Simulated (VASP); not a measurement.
# Ni (Fm-3m) in VASP: a series of runs

Ni is run at these levels: LDA; tasks: relaxation of cell and atoms, single point.

Program: VASP 6.6.1. These are calculated values, not measurements. Logs are shortened: lines on timing, memory, paths and dates and some standing lists are left out, and cuts for length are marked.

## Step 1: The cell of the first run

Symmetry: Fm-3m, No. 225, cubic system. Conventional cell: a = 3.427 Å, b = 3.427 Å, c = 3.427 Å, α = 90.00°, β = 90.00°, γ = 90.00°. Ni (site symmetry m-3m) has 12 Ni at 2.42 Å within 3.2 Å.

## Step 2: Relaxation of cell and atoms, LDA, collinear spin, ferromagnetic start

INCAR

```
SYSTEM = Ni
ALGO = Normal
EDIFF = 1E-6
EDIFFG = -0.005
ENCUT = 600
GGA = CA
IBRION = 2
ISIF = 3
ISMEAR = 0
ISPIN = 2
LASPH = .TRUE.
LCHARG = .FALSE.
LMAXMIX = 4
LORBIT = 11
LREAL = .FALSE.
LWAVE = .FALSE.
MAGMOM = 0.78
NELM = 150
NSW = 100
PREC = Accurate
SIGMA = 0.1
```

KPOINTS

```
k-points
0
G
  20 20 20
  0 0 0
```

POSCAR

```
Ni
1.0
    0.0000000000      1.7136193417      1.7136193417
    1.7136193417      0.0000000000      1.7136193417
    1.7136193417      1.7136193417      0.0000000000
Ni
1
Direct
    0.0000000000      0.0000000000      0.0000000000
```

Potentials or basis: VASP PAW LDA potentials, release 64 (Ni).

Command:

```bash
$ cat potpaw_LDA.64/Ni/POTCAR > POTCAR
$ mpirun -np 1 vasp_std > vasp.out
```

OUTCAR:

```text
SYSTEM = Ni
   EDIFF = 1E-6
   EDIFFG = -0.005
   ENCUT = 600
   GGA = CA
   IBRION = 2
   ISIF = 3
   ISMEAR = 0
   ISPIN = 2
   LASPH = .TRUE.
   LORBIT = 11
   LREAL = .FALSE.
   NELM = 150
   NSW = 100
   PREC = Accurate

 ion  position               nearest neighbor table
   1  0.000  0.000  0.000-

  LATTYP: Found a face centered cubic cell.
 ALAT       =     3.4272386834

  Lattice vectors:

 A1 = (   0.0000000000,   1.7136193417,   1.7136193417)
 A2 = (   1.7136193417,   0.0000000000,   1.7136193417)
 A3 = (   1.7136193417,   1.7136193417,   0.0000000000)

Analysis of symmetry for initial positions (statically):
=====================================================================
 Subroutine PRICEL returns:
 Original cell was already a primitive cell.

 Routine SETGRP: Setting up the symmetry group for a
 face centered cubic supercell.

 Subroutine GETGRP returns: Found 48 space group operations
 (whereof 48 operations were pure point group operations)
 out of a pool of 48 trial point group operations.

The static configuration has the point symmetry O_h .

Analysis of symmetry for dynamics (positions and initial velocities):
=====================================================================
 Subroutine PRICEL returns:
 Original cell was already a primitive cell.

 Routine SETGRP: Setting up the symmetry group for a
 face centered cubic supercell.

 Subroutine GETGRP returns: Found 48 space group operations
 (whereof 48 operations were pure point group operations)
 out of a pool of 48 trial point group operations.

The dynamic configuration has the point symmetry O_h .

Analysis of structural, dynamic, and magnetic symmetry:
=====================================================================
 Subroutine PRICEL returns:
 Original cell was already a primitive cell.

 Routine SETGRP: Setting up the symmetry group for a
 face centered cubic supercell.

 Subroutine GETGRP returns: Found 48 space group operations
 (whereof 48 operations were pure point group operations)
 out of a pool of 48 trial point group operations.

The overall configuration has the point symmetry O_h .

 Subroutine INISYM returns: Found 48 space group operations
 (whereof 48 operations are pure point group operations),
 and found     1 'primitive' translations

----------------------------------------------------------------------------------------

                                     Primitive cell

  volume of cell :      10.0641

  direct lattice vectors                    reciprocal lattice vectors
     0.000000000  1.713619342  1.713619342    -0.291780087  0.291780087  0.291780087
     1.713619342  0.000000000  1.713619342     0.291780087 -0.291780087  0.291780087
     1.713619342  1.713619342  0.000000000     0.291780087  0.291780087 -0.291780087

  length of vectors
     2.423423714  2.423423714  2.423423714     0.505377935  0.505377935  0.505377935

  position of ions in fractional coordinates (direct lattice)
     0.000000000  0.000000000  0.000000000

  ion indices of the primitive-cell ions
   primitive index   ion index
                 1           1

----------------------------------------------------------------------------------------

 KPOINTS: k-points

Automatic generation of k-mesh.
 Grid dimensions read from file:
 generate k-points for:   20   20   20

 Generating k-lattice:

  Cartesian coordinates                     Fractional coordinates (reciprocal lattice)
    -0.014589004  0.014589004  0.014589004     0.050000000  0.000000000  0.000000000
     0.014589004 -0.014589004  0.014589004     0.000000000  0.050000000  0.000000000
     0.014589004  0.014589004 -0.014589004     0.000000000  0.000000000  0.050000000

  Length of vectors
     0.025268897  0.025268897  0.025268897

  Shift w.r.t. Gamma in fractional coordinates (k-lattice)
     0.000000000  0.000000000  0.000000000

 Subroutine IBZKPT returns following result:
 ===========================================

 Found    256 irreducible k-points:

 Following reciprocal coordinates:
            Coordinates               Weight
  0.000000  0.000000  0.000000      1.000000
  0.050000  0.000000  0.000000      8.000000
  0.100000  0.000000  0.000000      8.000000
  0.150000  0.000000  0.000000      8.000000
  0.200000  0.000000  0.000000      8.000000
  0.250000  0.000000  0.000000      8.000000
[... 16 lines left out ...]
 -0.400000  0.050000  0.000000     24.000000
 -0.350000  0.050000  0.000000     24.000000
 [... further k-points ...]
   k-points           NKPTS =    256   k-points in BZ     NKDIM =    256   number of bands    NBANDS=      9
   number of dos      NEDOS =    301   number of ions     NIONS =      1
   total plane-waves  NPLWV =   8000
   dimension x,y,z NGX =    20 NGY =   20 NGZ =   20
   dimension x,y,z NGXF=    40 NGYF=   40 NGZF=   40
   ions per type =               1
   NGX,Y,Z   is equivalent  to a cutoff of  13.72, 13.72, 13.72 a.u.
   NGXF,Y,Z  is equivalent  to a cutoff of  27.44, 27.44, 27.44 a.u.
 SYSTEM =  Ni
   PREC   = accura    normal or accurate (medium, high low for compatibility)
   ISTART =      0    job   : 0-new  1-cont  2-samecut
   ICHARG =      2    charge: 1-file 2-atom 10-const
   ISPIN  =      2    spin polarized calculation?
   LNONCOLLINEAR =      F non collinear calculations
   LSORBIT =      F    spin-orbit coupling
   LASPH  =      T    aspherical Exc in radial PAW
   ENCUT  =  600.0 eV  44.10 Ry    6.64 a.u.   4.84  4.84  4.84*2*pi/ulx,y,z
   NELM   =    150;   NELMIN=  2; NELMDL= -5     # of ELM steps
   EDIFF  = 0.1E-05   stopping-criterion for ELM
   LREAL  =      F    real-space projection
   EDIFFG = -.5E-02   stopping-criterion for IOM
   NSW    =    100    number of steps for IOM
   IBRION =      2    ionic relax: 0-MD 1-quasi-New 2-CG
   NFREE  =      1    steps in history (QN), initial steepest desc. (CG)
   ISIF   =      3    stress and relaxation
   ISYM   =      2    0-nonsym 1-usesym 2-fastsym
   POTIM  = 0.5000    time-step for ionic-motion
   TEBEG  =    0.0;   TEEND  =   0.0 temperature during run
   PSTRESS=    0.0 pullay stress
   NELECT =      10.0000    total number of electrons
   NUPDOWN=      -1.0000    fix difference up-down
   EMIN   =  10.00;   EMAX   =-10.00  energy-range for DOS
   EFERMI =   0.00;   METHOD = LEGACY
   ISMEAR =     0;   SIGMA  =   0.10  broadening in eV -4-tet -1-fermi 0-gaus
   EFERMI_NEDOS =   21; number of points for ismear=-14 and -15
   IALGO  =     38    algorithm
   IMIX   =      4    mixing-type and parameters
     AMIX     =   0.40;   BMIX     =  1.00
     AMIX_MAG =   1.60;   BMIX_MAG =  1.00
  volume/ion in A,a.u.               =      10.06        67.92
  Fermi-wavevector in a.u.,A,eV,Ry     =   1.633618  3.087090 36.309968  2.668707
  Thomas-Fermi vector in A             =   2.725393
   LORBIT       =     11    0 simple, 1 ext, 2 COOP (PROOUT), +10 PAW based schemes
   GGA     = CA    functional components
   LHFCALC =     F    Hartree Fock is set to
   AEXX    =    0.0000 exact exchange contribution
   IVDW    =     0    specifies the selected vdW correction
   LEPSILON=     F    determine dielectric tensor
   LRPA    =     F    only Hartree local field effects (RPA)
 conjugate gradient relaxation of ions
 spin polarized calculation
 Gauss-broadening in eV      SIGMA  =   0.10
  energy-cutoff  :      600.00
  volume of cell :       10.06
 maximum number of plane-waves:       344
   NGX =  9   NGY =  9   NGZ =  9

--------------------------------------- Ionic step        1  -------------------------------------------

 number of electron      10.0000000 magnetization       0.7800000

 number of electron       9.9999992 magnetization       0.6002217

 Free energy of the ion-electron system (eV)
  ---------------------------------------------------
  ext. energy  EPLUGINS =         0.00000000
  ---------------------------------------------------
  free energy    TOTEN  =        -6.58285073 eV

  energy without entropy =       -6.57419156  energy(sigma->0) =       -6.57852115

------------------------ aborting loop because EDIFF is reached ----------------------------------------

  FORCE on cell =-STRESS in cart. coord.  units (eV):
  Direction    XX          YY          ZZ          XY          YZ          ZX
  --------------------------------------------------------------------------------------
  -------------------------------------------------------------------------------------
  Total       -0.0611868     -0.0611868     -0.0611868      0.0000000     -0.0000000      0.0000000
  in kB       -9.7408085     -9.7408085     -9.7408085      0.0000000     -0.0000000      0.0000000
  external PRESSURE =      -9.7408085 kB  Pullay stress =       0.0000000 kB

 VOLUME and BASIS-vectors are now :
 -----------------------------------------------------------------------------
  energy-cutoff  :      600.00
  volume of cell :       10.06
      direct lattice vectors                 reciprocal lattice vectors
     0.000000000  1.713619342  1.713619342    -0.291780087  0.291780087  0.291780087
     1.713619342  0.000000000  1.713619342     0.291780087 -0.291780087  0.291780087
     1.713619342  1.713619342  0.000000000     0.291780087  0.291780087 -0.291780087
[... 36 lines left out ...]
 POSITION                                       TOTAL-FORCE (eV/Angst)
 -----------------------------------------------------------------------------------
      3.41712      1.70856      1.70856         0.000000      0.000000      0.000000
 -----------------------------------------------------------------------------------
    total drift:                               -0.000000     -0.000000     -0.000000

  FREE ENERGIE OF THE ION-ELECTRON SYSTEM (eV)
  ---------------------------------------------------
  free  energy   TOTEN  =        -6.5827495525 eV

  energy  without entropy=       -6.5741349228  energy(sigma->0) =       -6.57844224

--------------------------------------- Ionic step        3  -------------------------------------------

 number of electron       9.9999993 magnetization       0.5998009

 Free energy of the ion-electron system (eV)
  ---------------------------------------------------
  ext. energy  EPLUGINS =         0.00000000
  ---------------------------------------------------
  free energy    TOTEN  =        -6.58295969 eV

  energy without entropy =       -6.57431962  energy(sigma->0) =       -6.57863965

 E-fermi :  10.2389     XC(G=0): -14.1029

 val. band max:       10.2363297819   @ k =   0.4500   0.1500   0.0500
 cond. band min:      10.2418030480   @ k =   0.5000   0.3500   0.1000
 fundamental gap:      0.0054732660
 Fermi energy:        10.2389419524

 spin component 1

 k-point     1 :       0.0000    0.0000    0.0000
  band No.  band energies     occupation
      1       0.6756      1.00000
      2       7.6688      1.00000
      3       7.6688      1.00000
      4       7.6688      1.00000
      5       8.9646      1.00000
      6       8.9646      1.00000
      7      34.7015      0.00000
      8      39.1096      0.00000
      9      39.1096      0.00000

 k-point     2 :       0.0500    0.0000    0.0000
  band No.  band energies     occupation
      1       0.7798      1.00000
      2       7.6392      1.00000
      3       7.6940      1.00000
      4       7.6940      1.00000
      5       8.9534      1.00000
      6       8.9534      1.00000
      7      34.4555      0.00000
      8      37.7064      0.00000
      9      38.8890      0.00000
[... 253 lines left out ...]
 k-point    24 :      -0.3500    0.0500    0.0000
  band No.  band energies     occupation
      1       4.6508      1.00000
      2       7.7383      1.00000
      3       7.7996      1.00000
      4       7.9154      1.00000
      5       9.3730      1.00000
      6       9.7613      1.00000
      7      20.0998      0.00000
      8      32.8609      0.00000
      9      35.4356      0.00000

 [... further k-points ...]

 spin component 2

 k-point     1 :       0.0000    0.0000    0.0000
  band No.  band energies     occupation
      1       0.7237      1.00000
      2       8.2812      1.00000
      3       8.2812      1.00000
      4       8.2812      1.00000
      5       9.5306      1.00000
      6       9.5306      1.00000
      7      34.6925      0.00000
      8      39.1591      0.00000
      9      39.1591      0.00000

 k-point     2 :       0.0500    0.0000    0.0000
  band No.  band energies     occupation
      1       0.8280      1.00000
      2       8.2489      1.00000
      3       8.3071      1.00000
      4       8.3071      1.00000
      5       9.5188      1.00000
      6       9.5188      1.00000
      7      34.4665      0.00000
      8      37.7709      0.00000
      9      38.9549      0.00000
[... 286 lines left out ...]
 POSITION                                       TOTAL-FORCE (eV/Angst)
 -----------------------------------------------------------------------------------
      0.00000      0.00000      0.00000        -0.000000      0.000000     -0.000000
 -----------------------------------------------------------------------------------
    total drift:                                0.000000      0.000000      0.000000

  FREE ENERGIE OF THE ION-ELECTRON SYSTEM (eV)
  ---------------------------------------------------
  free  energy   TOTEN  =        -6.5829596890 eV

  energy  without entropy=       -6.5743196207  energy(sigma->0) =       -6.57863965

 reached required accuracy - stopping structural energy minimisation

 total charge

# of ion       s       p       d       tot
------------------------------------------
    1        0.536   0.573   8.367   9.476

 magnetization (x)

# of ion       s       p       d       tot
------------------------------------------
    1       -0.005  -0.019   0.623   0.600
```

Wall time 2.6 min (1 thread of Intel Xeon 8259CL, shared host); peak memory 0.17 GiB.

Results:

| Property | Result |
| --- | --- |
| Free energy | -6.5830 eV |
| Relaxed volume | 10.03 Å³/atom |
| Relaxed cell | a = 2.420 Å, b = 2.420 Å, c = 2.420 Å, α = 60.00°, β = 60.00°, γ = 60.00° |
| Space group after relaxing (to 0.1 Å) | Fm-3m (No. 225) |
| Energy gained by relaxing | 0.1 meV/atom |
| Ionic steps | 3 |
| Pressure after relaxing | 0.0 GPa |
| Net moment | 0.60 μB per cell |
| Site moments | Ni +0.60 μB |
| Valence electrons inside the program's atomic spheres | Ni 9.48 |

The path:
```tsv
step	energy change (eV)	largest force (eV/Å)	pressure (GPa)	volume (Å³)
1	0.0000	0.0000	-0.97	10.06
2	0.0001	0.0000	1.27	9.98
3	-0.0001	0.0000	-0.04	10.03
```

Final structure:
```yaml
crystal:
  lattice:
    - [0.00000, 1.71154, 1.71154]
    - [1.71154, 0.00000, 1.71154]
    - [1.71154, 1.71154, 0.00000]
  atoms:
    - { symbol: Ni, position: [0.00000, 0.00000, 0.00000] }
```

Levels at points of the mesh, in eV from the Fermi level:
Spin up:
| k point | band 1 | band 2 | band 3 | band 4 | band 5 | band 6 | band 7 | band 8 | band 9 |
| --- | --- | --- | --- | --- | --- | --- | --- | --- | --- |
| (0.00, 0.00, 0.00) | -9.56 | -2.57 | -2.57 | -2.57 | -1.27 | -1.27 | 24.46 | 28.87 | 28.87 |
| (0.50, 0.00, 0.00) | -5.26 | -2.58 | -2.58 | -0.49 | -0.49 | -0.41 | 6.33 | 22.95 | 26.01 |
| (0.50, 0.50, 0.00) | -5.13 | -4.59 | -0.46 | -0.31 | -0.31 | 2.51 | 10.03 | 15.55 | 15.55 |
Spin down:
| k point | band 3 | band 4 | band 5 | band 6 | band 7 | band 8 |
| --- | --- | --- | --- | --- | --- | --- |
| (0.00, 0.00, 0.00) | -1.96 | -1.96 | -0.71 | -0.71 | 24.45 | 28.92 |
| (0.50, 0.00, 0.00) | -2.03 | -0.37 | 0.16 | 0.16 | 6.71 | 22.93 |
| (0.50, 0.50, 0.00) | 0.13 | 0.39 | 0.39 | 2.56 | 10.32 | 15.62 |

LDA usually gives volumes a few per cent too small. Zero-point motion and thermal expansion aren't in these numbers.

(Continued in part 2 of 2.)
